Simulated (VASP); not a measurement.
Input of a VASP 6.6.1 run:

The input INCAR:

```
SYSTEM = MgI2
  PREC = Accurate
  ENCUT = 520
  EDIFF = 1E-6
  ISMEAR = 0
  SIGMA = 0.05
  LREAL = .FALSE.
  LASPH = .TRUE.
  NELM = 100
  ALGO = Normal
  ISIF = 2
  LWAVE = .FALSE.
  LCHARG = .TRUE.
  GGA = CA
  LELF = .TRUE.
  LVHAR = .TRUE.
  NBANDS = 15
```

The input KPOINTS:

```
regular mesh
0
G
  6 6 4
  0 0 0
```

POSCAR

```
MgI2
1.0
    4.0036596225      0.0000000000      0.0000000000
   -2.0018298112      3.4672709412      0.0000000000
    0.0000000000      0.0000000000      6.5674753639
Mg I
1 2
Direct
    0.0000000000      0.0000000000      0.0000000000
    0.3333333333      0.6666666667      0.7672995888
    0.6666666667      0.3333333333      0.2327004112
```

Potentials or basis: VASP PAW LDA potentials, release 64 (Mg, I).

Run with:

```sh
$ cat potpaw_LDA.64/Mg/POTCAR potpaw_LDA.64/I/POTCAR > POTCAR
$ mpirun -np 1 vasp_std > vasp.out
```

Estimate the pressure.

4.2 GPa.

Estimate the largest force.

0.980 eV/Å.

Predict the band gap on the k mesh.

3.31 eV, indirect (least direct gap 3.98 eV).

Forces in eV/Å, atoms in the order of the input:
```
Mg   0.000  0.000  0.000
I    0.000  0.000 -0.980
I    0.000  0.000  0.980
```

Caveat: spin-orbit coupling is left out, which moves the levels of the heavy elements. Expect the measured gap to be larger: semilocal functionals such as LDA lack the derivative discontinuity.
